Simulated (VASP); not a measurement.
Write the native input for VASP 6.6.1 that does the following.

```yaml
Task: single point
Functional: PBEsol
Potentials_or_basis: VASP PAW PBE potentials, release 64 (Sc_sv, Al, N)
Cutoff: 520 eV
k_mesh: 6 × 6 × 4
Occupations: gaussian, width 0.01 eV
Spin: no spin polarisation
Dipole_correction: no
Further_INCAR_settings: LREAL = Auto; ALGO = Normal; EDIFF = 1e-06; NBANDS = 54
```

The structure of ScAl3N4 lies in POSCAR:

```
ScAl3N4
1.0
    4.8412202811     -2.7938643274     -0.0067421579
   -3.2301209989     -0.0168054625     -4.9154959871
    3.2613108129      5.6463313758     -0.0013378318
Sc Al N
2 6 8
Direct
    0.3497537191      0.0367022562      0.0016118008
    0.9414615494      0.5263463997      0.1339195243
    0.8200389888     -0.0103992978      0.2549291341
    0.3351484433      0.0014466216      0.5072441572
    0.8405061855      0.0045462967      0.7425311302
    0.4071216963      0.4908055760      0.3865432794
    0.9177179083      0.4990956740      0.6245731793
    0.4202287920      0.5151295496      0.8657225620
    0.5995787836      0.5907810381      0.1513957566
    0.1546947191      0.6173541956      0.4272692066
    0.6491277923      0.6149179539      0.6492299822
    0.1481681499      0.6187308209      0.8846731930
    0.7509609759      0.1033792311      0.0257956177
    0.2006361700      0.0932882122      0.2936985170
    0.7163252858      0.1107959935      0.5272622784
    0.2205308410      0.1310794789      0.7596006813
```

This cell differs from its parent crystal: atoms moved along the polar distortion.

These files were run (other wordings do the same):

INCAR

```
SYSTEM = ScAl3N4
ALGO     = Normal         ! electronic algorithm
EDIFF    = 1E-6           ! SCF threshold, eV
ENCUT    = 520            ! plane-wave cutoff, eV
GGA      = PS             ! functional
ISIF     = 2              ! what is computed and relaxed
ISMEAR   = 0              ! smearing method
LASPH    = .True.         ! aspherical terms in the spheres
LCHARG   = .False.        ! write CHGCAR
LREAL    = Auto         
LWAVE    = .False.        ! write WAVECAR
NBANDS   = 54             ! bands
NELM     = 100            ! most SCF steps
PREC     = Accurate       ! precision mode
SIGMA    = 0.01           ! smearing width, eV
```

KPOINTS

```
k-points
0
Gamma
  6 6 4
  0 0 0
```

Potentials or basis: VASP PAW PBE potentials, release 64 (Sc_sv, Al, N).

Command:

```console
$ cat potpaw_PBE.64/Sc_sv/POTCAR potpaw_PBE.64/Al/POTCAR potpaw_PBE.64/N/POTCAR > POTCAR
$ mpirun -np 1 vasp_std > vasp.out
```

Results of the run:

```json
{
 "Pressure": "0.2 GPa",
 "Largest force": "0.060 eV/Å",
 "Band gap on the k mesh": "3.32 eV (least direct gap 3.59 eV)"
}
```

Caveat: the cell differs from its parent crystal (atoms moved along the polar distortion); the PAW data sets were made with another functional, which shifts forces and pressure a little.

Run time: 17 min on 1 thread of Intel(R) Xeon(R) Platinum 8488C (Sapphire Rapids) (shared host), peak memory 0.58 GiB.
